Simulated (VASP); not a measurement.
# Mg (Im-3m) in VASP: further runs

Mg is run at these levels: LDA; tasks: density of states.

Everything below comes from runs of VASP 6.6.1. Logs are shortened: lines on timing, memory, paths and dates and some standing lists are left out, and cuts for length are marked.

## (1) The cell of the first run

It takes space group Im-3m (No. 229, cubic). Conventional cell: a = 2.688 Å, b = 2.688 Å, c = 2.688 Å, α = 90.00°, β = 90.00°, γ = 90.00°. Mg (site symmetry m-3m) has 14 Mg at 2.33 to 2.69 Å within 3.1 Å.

## (2) Density of states, LDA (volume scaled by 0.45)

The input, POSCAR:

```
Mg
1.0
   -1.3440167569      1.3440167569      1.3440167569
    1.3440167569     -1.3440167569      1.3440167569
    1.3440167569      1.3440167569     -1.3440167569
Mg
1
Direct
    0.0000000000      0.0000000000      0.0000000000
```

The input, INCAR.step1:

```
SYSTEM = Mg
ALGO = Normal ; EDIFF = 1E-6
ENCUT = 520 ; GGA = CA
ISIF = 2 ; ISMEAR = -1
LASPH = .TRUE. ; LCHARG = .TRUE.
LREAL = .FALSE. ; LWAVE = .FALSE.
NBANDS = 7 ; NELM = 100
PREC = Accurate ; SIGMA = 0.08
```

The input, KPOINTS.step1:

```
k-points
0
G
  15 15 15
  0 0 0
```

The input, INCAR.step2:

```
SYSTEM = Mg
ALGO = Normal ; EDIFF = 1E-6
ENCUT = 520 ; GGA = CA
ICHARG = 11 ; ISIF = 2
ISMEAR = -5 ; LASPH = .TRUE.
LCHARG = .FALSE. ; LORBIT = 11
LREAL = .FALSE. ; LWAVE = .FALSE.
NBANDS = 7 ; NEDOS = 2001
NELM = 100 ; PREC = Accurate
SIGMA = 0.08
```

The input, KPOINTS.step2:

```
k-points
0
G
  23 23 23
  0 0 0
```

Potentials or basis: VASP PAW LDA potentials, release 64 (Mg).

Started as:

```sh
$ cat potpaw_LDA.64/Mg/POTCAR > POTCAR
$ cp INCAR.step1 INCAR
$ cp KPOINTS.step1 KPOINTS
$ mpirun -np 1 vasp_std > vasp.out
$ cp INCAR.step2 INCAR
$ cp KPOINTS.step2 KPOINTS
$ mpirun -np 1 vasp_std > vasp.out
```

OUTCAR:

```text
SYSTEM = Mg
   EDIFF = 1E-6
   ENCUT = 520
   GGA = CA
   ICHARG = 11
   ISIF = 2
   ISMEAR = -5
   LASPH = .TRUE.
   LORBIT = 11
   LREAL = .FALSE.
   NELM = 100
   PREC = Accurate

 ion  position               nearest neighbor table
   1  0.000  0.000  0.000-

  LATTYP: Found a body centered cubic cell.
 ALAT       =     2.6880335138

  Lattice vectors:

 A1 = (  -1.3440167569,   1.3440167569,   1.3440167569)
 A2 = (   1.3440167569,  -1.3440167569,   1.3440167569)
 A3 = (   1.3440167569,   1.3440167569,  -1.3440167569)

Analysis of symmetry for initial positions (statically):
=====================================================================
 Subroutine PRICEL returns:
 Original cell was already a primitive cell.

 Routine SETGRP: Setting up the symmetry group for a
 body centered cubic supercell.

 Subroutine GETGRP returns: Found 48 space group operations
[... 9 lines left out ...]

 Routine SETGRP: Setting up the symmetry group for a
 body centered cubic supercell.

 Subroutine GETGRP returns: Found 48 space group operations
[... 11 lines left out ...]
                                     Primitive cell

  volume of cell :       9.7112

  direct lattice vectors                    reciprocal lattice vectors
    -1.344016757  1.344016757  1.344016757     0.000000000  0.372019171  0.372019171
     1.344016757 -1.344016757  1.344016757     0.372019171  0.000000000  0.372019171
     1.344016757  1.344016757 -1.344016757     0.372019171  0.372019171  0.000000000

  length of vectors
     2.327905309  2.327905309  2.327905309     0.526114557  0.526114557  0.526114557

  position of ions in fractional coordinates (direct lattice)
     0.000000000  0.000000000  0.000000000

  ion indices of the primitive-cell ions
   primitive index   ion index
                 1           1

----------------------------------------------------------------------------------------

 KPOINTS: k-points

Automatic generation of k-mesh.
 Grid dimensions read from file:
 generate k-points for:   23   23   23

 Generating k-lattice:

  Cartesian coordinates                     Fractional coordinates (reciprocal lattice)
     0.000000000  0.016174747  0.016174747     0.043478261  0.000000000  0.000000000
     0.016174747  0.000000000  0.016174747     0.000000000  0.043478261  0.000000000
     0.016174747  0.016174747  0.000000000     0.000000000  0.000000000  0.043478261

  Length of vectors
     0.022874546  0.022874546  0.022874546

  Shift w.r.t. Gamma in fractional coordinates (k-lattice)
     0.000000000  0.000000000  0.000000000

 TETIRR: Found  14515 inequivalent tetrahedra from    73002

 Subroutine IBZKPT returns following result:
 ===========================================

 Found    364 irreducible k-points:

 Following reciprocal coordinates:
            Coordinates               Weight
  0.000000  0.000000  0.000000      1.000000
  0.043478  0.000000  0.000000     12.000000
  0.086957  0.000000  0.000000     12.000000
  0.130435  0.000000  0.000000     12.000000
  0.173913  0.000000  0.000000     12.000000
  0.217391  0.000000  0.000000     12.000000
[... 16 lines left out ...]
  0.478261  0.043478 -0.000000     24.000000
  0.086957  0.086957  0.000000     24.000000
 [... further k-points ...]
   k-points           NKPTS =    364   k-points in BZ     NKDIM =    364   number of bands    NBANDS=      7
   number of dos      NEDOS =   2001   number of ions     NIONS =      1
   total plane-waves  NPLWV =   5832
   dimension x,y,z NGX =    18 NGY =   18 NGZ =   18
   dimension x,y,z NGXF=    36 NGYF=   36 NGZF=   36
   ions per type =               1
   NGX,Y,Z   is equivalent  to a cutoff of  12.85, 12.85, 12.85 a.u.
   NGXF,Y,Z  is equivalent  to a cutoff of  25.71, 25.71, 25.71 a.u.
 SYSTEM =  Mg
   PREC   = accura    normal or accurate (medium, high low for compatibility)
   ISTART =      0    job   : 0-new  1-cont  2-samecut
   ICHARG =     11    charge: 1-file 2-atom 10-const
   ISPIN  =      1    spin polarized calculation?
   LNONCOLLINEAR =      F non collinear calculations
   LSORBIT =      F    spin-orbit coupling
   LASPH  =      T    aspherical Exc in radial PAW
   ENCUT  =  520.0 eV  38.22 Ry    6.18 a.u.   4.33  4.33  4.33*2*pi/ulx,y,z
   NELM   =    100;   NELMIN=  2; NELMDL=  0     # of ELM steps
   EDIFF  = 0.1E-05   stopping-criterion for ELM
   LREAL  =      F    real-space projection
   EDIFFG = 0.1E-04   stopping-criterion for IOM
   NSW    =      0    number of steps for IOM
   IBRION =     -1    ionic relax: 0-MD 1-quasi-New 2-CG
   NFREE  =      0    steps in history (QN), initial steepest desc. (CG)
   ISIF   =      2    stress and relaxation
   ISYM   =      2    0-nonsym 1-usesym 2-fastsym
   POTIM  = 0.5000    time-step for ionic-motion
   TEBEG  =    0.0;   TEEND  =   0.0 temperature during run
   PSTRESS=    0.0 pullay stress
   NELECT =       2.0000    total number of electrons
   NUPDOWN=      -1.0000    fix difference up-down
   EMIN   =  10.00;   EMAX   =-10.00  energy-range for DOS
   EFERMI =   0.00;   METHOD = LEGACY
   ISMEAR =    -5;   SIGMA  =   0.08  broadening in eV -4-tet -1-fermi 0-gaus
   EFERMI_NEDOS =   21; number of points for ismear=-14 and -15
   IALGO  =     38    algorithm
   IMIX   =      4    mixing-type and parameters
     AMIX     =   0.40;   BMIX     =  1.00
     AMIX_MAG =   1.60;   BMIX_MAG =  1.00
  volume/ion in A,a.u.               =       9.71        65.53
  Fermi-wavevector in a.u.,A,eV,Ry     =   0.966778  1.826946 12.716821  0.934660
  Thomas-Fermi vector in A             =   2.096608
   LORBIT       =     11    0 simple, 1 ext, 2 COOP (PROOUT), +10 PAW based schemes
   GGA     = CA    functional components
   LHFCALC =     F    Hartree Fock is set to
   AEXX    =    0.0000 exact exchange contribution
   IVDW    =     0    specifies the selected vdW correction
   LEPSILON=     F    determine dielectric tensor
   LRPA    =     F    only Hartree local field effects (RPA)
 non-spin polarized calculation
 Fermi weights with tetrahedron method with Bloechl corrections
  energy-cutoff  :      520.00
  volume of cell :        9.71
 maximum number of plane-waves:       270
 NGX is ok and might be reduce to    18

 number of electron       2.0000000 magnetization

 Free energy of the ion-electron system (eV)
  ---------------------------------------------------
  ext. energy  EPLUGINS =         0.00000000
  ---------------------------------------------------
  free energy    TOTEN  =         1.06924290 eV

  energy without entropy =        1.06924290  energy(sigma->0) =        1.06924290

 E-fermi :   9.1280     XC(G=0): -11.9490

 val. band max:        9.2282135208   @ k =   0.3043   0.3043   0.0870
 cond. band min:       9.0950469358   @ k =  -0.3478  -0.3478   0.0435
 fundamental gap:     -0.1331665850
 Fermi energy:         9.1279735114

 k-point     1 :       0.0000    0.0000    0.0000
  band No.  band energies     occupation
      1      -2.2998      2.00000
      2      28.8806      0.00000
      3      28.8806      0.00000
      4      28.8806      0.00000
      5      32.2479      0.00000
      6      32.2479      0.00000
      7      34.5600      0.00000

 k-point     2 :       0.0435    0.0000    0.0000
  band No.  band energies     occupation
      1      -2.2195      2.00000
      2      28.2181      0.00000
      3      28.4264      0.00000
      4      28.8557      0.00000
      5      31.3036      0.00000
      6      31.7250      0.00000
      7      35.1726      0.00000

 k-point     3 :       0.0870    0.0000    0.0000
  band No.  band energies     occupation
      1      -1.9793      2.00000
      2      26.3193      0.00000
      3      27.4192      0.00000
      4      28.7859      0.00000
      5      30.8048      0.00000
      6      30.8348      0.00000
      7      36.3889      0.00000

 k-point     4 :       0.1304    0.0000    0.0000
  band No.  band energies     occupation
      1      -1.5822      2.00000
      2      23.9980      0.00000
      3      26.2753      0.00000
      4      28.6831      0.00000
      5      29.8985      0.00000
      6      30.8315      0.00000
      7      37.6415      0.00000

 k-point     5 :       0.1739    0.0000    0.0000
  band No.  band energies     occupation
      1      -1.0330      2.00000
      2      21.6604      0.00000
      3      25.1664      0.00000
      4      28.5627      0.00000
      5      29.0868      0.00000
      6      30.9424      0.00000
      7      38.6283      0.00000

 k-point     6 :       0.2174    0.0000    0.0000
  band No.  band energies     occupation
      1      -0.3380      2.00000
      2      19.4041      0.00000
      3      24.1560      0.00000
      4      28.3880      0.00000
      5      28.4390      0.00000
      6      31.0364      0.00000
      7      39.0900      0.00000

 k-point     7 :       0.2609    0.0000    0.0000
  band No.  band energies     occupation
      1       0.4951      2.00000
      2      17.2550      0.00000
      3      23.2710      0.00000
      4      27.8045      0.00000
      5      28.3229      0.00000
      6      31.0409      0.00000
      7      39.2520      0.00000
[... 121 lines left out ...]
 k-point    20 :       0.3478    0.0435    0.0000
  band No.  band energies     occupation
      1       3.1735      2.00000
      2      12.4164      0.00000
      3      21.2097      0.00000
      4      27.1116      0.00000
      5      27.7969      0.00000
      6      31.2442      0.00000
      7      38.9378      0.00000

 k-point    21 :       0.3913    0.0435    0.0000
  band No.  band energies     occupation
      1       4.4059      2.00000
      2      10.6777     -0.03591
      3      20.8435      0.00000
      4      26.8837      0.00000
      5      27.7007      0.00000
      6      31.0973      0.00000
      7      39.1394      0.00000

 k-point    22 :       0.4348    0.0435    0.0000
  band No.  band energies     occupation
      1       5.6885      2.00000
      2       9.0952      0.99399
      3      20.6232      0.00000
      4      26.7476      0.00000
      5      27.6398      0.00000
      6      30.9918      0.00000
      7      39.2515      0.00000

 k-point    23 :       0.4783    0.0435   -0.0000
  band No.  band energies     occupation
      1       6.5756      2.00000
      2       8.1088      2.05854
      3      20.5497      0.00000
      4      26.7024      0.00000
      5      27.6188      0.00000
      6      30.9539      0.00000
      7      39.2865      0.00000

 k-point    24 :       0.0870    0.0870    0.0000
  band No.  band energies     occupation
      1      -1.3459      2.00000
      2      23.5044      0.00000
      3      24.6499      0.00000
      4      28.5361      0.00000
      5      29.6778      0.00000
      6      31.9588      0.00000
      7      36.7960      0.00000

 [... further k-points ...]
[... 5 lines left out ...]
  --------------------------------------------------------------------------------------
  -------------------------------------------------------------------------------------
  Total        9.1494174      9.1494174      9.1494174     -0.0000000     -0.0000000      0.0000000
  in kB     1509.4891052   1509.4891052   1509.4891052     -0.0000000     -0.0000000      0.0000000
  external PRESSURE =    1509.4891052 kB  Pullay stress =       0.0000000 kB

 VOLUME and BASIS-vectors are now :
 -----------------------------------------------------------------------------
  energy-cutoff  :      520.00
  volume of cell :        9.71
      direct lattice vectors                 reciprocal lattice vectors
    -1.344016757  1.344016757  1.344016757     0.000000000  0.372019171  0.372019171
     1.344016757 -1.344016757  1.344016757     0.372019171  0.000000000  0.372019171
     1.344016757  1.344016757 -1.344016757     0.372019171  0.372019171  0.000000000

 POSITION                                       TOTAL-FORCE (eV/Angst)
 -----------------------------------------------------------------------------------
      0.00000      0.00000      0.00000         0.000000     -0.000000      0.000000
 -----------------------------------------------------------------------------------
    total drift:                                0.000000      0.000000      0.000000

  FREE ENERGIE OF THE ION-ELECTRON SYSTEM (eV)
  ---------------------------------------------------
  free  energy   TOTEN  =         1.0692428983 eV

  energy  without entropy=        1.0692428983  energy(sigma->0) =        1.06924290

 total charge

# of ion       s       p       d       tot
------------------------------------------
    1        0.344   0.408   0.074   0.827
```

It took 23 s on 1 thread of Intel Xeon Platinum 8259CL at 2.50GHz (Skylake/Cascade Lake), shared host; peak memory 0.14 GiB.

What came out:

| Property | Result |
| --- | --- |
| Valence electrons inside the program's atomic spheres | Mg 0.83 |

Caveat: the cell differs from its parent crystal (volume scaled by 0.45); tetrahedron occupations give inexact forces and stress in metals.

## (3) Density of states, LDA (volume scaled by 0.68)

The input, POSCAR:

```
Mg
1.0
   -1.5423045853      1.5423045853      1.5423045853
    1.5423045853     -1.5423045853      1.5423045853
    1.5423045853      1.5423045853     -1.5423045853
Mg
1
Direct
    0.0000000000      0.0000000000      0.0000000000
```

The input, INCAR.step1:

```
SYSTEM = Mg
ALGO = Normal
EDIFF = 1E-7
ENCUT = 520
ISIF = 2
ISMEAR = -1
LASPH = .TRUE.
LCHARG = .TRUE.
LREAL = .FALSE.
LWAVE = .FALSE.
NBANDS = 7
NELM = 80
PREC = Accurate
SIGMA = 0.08
```

KPOINTS.step1 is that of step 2.

The input, INCAR.step2:

```
SYSTEM = Mg
ALGO = Normal
EDIFF = 1E-7
ENCUT = 520
ICHARG = 11
ISIF = 2
ISMEAR = -5
LASPH = .TRUE.
LCHARG = .FALSE.
LORBIT = 10
LREAL = .FALSE.
LWAVE = .FALSE.
NBANDS = 7
NEDOS = 2001
NELM = 80
PREC = Accurate
SIGMA = 0.08
```

KPOINTS.step2 is that of step 2.

Potentials or basis: VASP PAW LDA potentials, release 64 (Mg).

Started as:

```sh
$ cat potpaw_LDA.64/Mg/POTCAR > POTCAR
$ cp INCAR.step1 INCAR
$ cp KPOINTS.step1 KPOINTS
$ mpirun -np 1 vasp_std > vasp.out
$ cp INCAR.step2 INCAR
$ cp KPOINTS.step2 KPOINTS
$ mpirun -np 1 vasp_std > vasp.out
```

Wall time 30 s (1 thread of Intel Xeon Platinum 8259CL at 2.50GHz (Skylake/Cascade Lake), shared host); peak memory 0.16 GiB.

It converged, with:

* Valence electrons inside the program's atomic spheres: Mg 0.52

Levels at points of the mesh, in eV from the Fermi level:
```tsv
k point	band 1	band 2	band 3	band 4	band 5	band 6
(0.00, 0.00, 0.00)	-9.15	16.14	16.14	16.14	18.80	18.80
```

Caveat: the cell differs from its parent crystal (volume scaled by 0.68); tetrahedron occupations give inexact forces and stress in metals.

## (4) Density of states, LDA

This run uses another cell than the first one, of 21.58 Å³/atom, 2.222 times its volume.

The input, POSCAR:

```
Mg
1.0
   -1.7538825703      1.7538825703      1.7538825703
    1.7538825703     -1.7538825703      1.7538825703
    1.7538825703      1.7538825703     -1.7538825703
Mg
1
Direct
    0.0000000000      0.0000000000      0.0000000000
```

The input, INCAR.step1:

```
SYSTEM = Mg
ALGO = Normal
EDIFF = 1E-7
ENCUT = 520
GGA = CA
ISIF = 2
ISMEAR = -1
LASPH = .True.
LCHARG = .True.
LREAL = .False.
LWAVE = .False.
NBANDS = 7
NELM = 60
PREC = Accurate
SIGMA = 0.08
```

The input, KPOINTS.step1:

```
k-points
0
Gamma
  15 15 15
  0 0 0
```

The input, INCAR.step2:

```
SYSTEM = Mg
ALGO = Normal
EDIFF = 1E-7
ENCUT = 520
GGA = CA
ICHARG = 11
ISIF = 2
ISMEAR = -5
LASPH = .True.
LCHARG = .False.
LORBIT = 10
LREAL = .False.
LWAVE = .False.
NBANDS = 7
NEDOS = 2001
NELM = 60
PREC = Accurate
SIGMA = 0.08
```

The input, KPOINTS.step2:

```
k-points
0
Gamma
  23 23 23
  0 0 0
```

Started as:

```sh
$ cat potpaw_LDA.64/Mg/POTCAR > POTCAR
$ cp INCAR.step1 INCAR
$ cp KPOINTS.step1 KPOINTS
$ mpirun -np 1 vasp_std > vasp.out
$ cp INCAR.step2 INCAR
$ cp KPOINTS.step2 KPOINTS
$ mpirun -np 1 vasp_std > vasp.out
```

It took 30 s on 1 thread of Intel Xeon Platinum 8259CL at 2.50GHz (Skylake/Cascade Lake), shared host; peak memory 0.19 GiB.

The run converged. Its results:

```
Valence electrons inside the program's atomic spheres : Mg 0.37
```

Levels at points of the mesh, in eV from the Fermi level:
```csv
k point,band 1,band 2,band 3,band 4,band 5,band 6
"(0.00, 0.00, 0.00)",-7.25,13.30,13.30,13.30,15.46,15.46
```

Caveat: tetrahedron occupations give inexact forces and stress in metals.
